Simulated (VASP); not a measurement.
Input of a VASP 6.6.1 run:

INCAR

```
ALGO = Normal ; EDIFF = 1E-7
ENCUT = 520 ; GGA = CA
ISIF = 2 ; ISMEAR = -1
LASPH = T ; LCHARG = F
LREAL = F ; LWAVE = F
NBANDS = 20 ; NELM = 80
PREC = Accurate ; SIGMA = 0.1
```

Contents of KPOINTS:

```
k-points
0
Gamma
  10 10 10
```

File POSCAR:

```
Tl
1.0
    0.0000000000      2.6776760709      2.6776760709
    2.6776760709      0.0000000000      2.6776760709
    2.6776760709      2.6776760709      0.0000000000
Tl
2
Direct
   -0.1250000000     -0.1250000000     -0.1250000000
    0.1250000000      0.1250000000      0.1250000000
```

Potentials or basis: VASP PAW LDA potentials, release 64 (Tl_d).

Command:

```sh
$ cat potpaw_LDA.64/Tl_d/POTCAR > POTCAR
$ mpirun -np 1 vasp_std > vasp.out
```

Question: Predict the pressure.

Answer: 113.0 GPa.

Question: Estimate the band gap on the k mesh.

Answer: Zero (bands 13 and 14 overlap by 8.91 eV).

Caveat: the cell stands under pressure; spin-orbit coupling is left out, which moves the levels of the heavy elements.
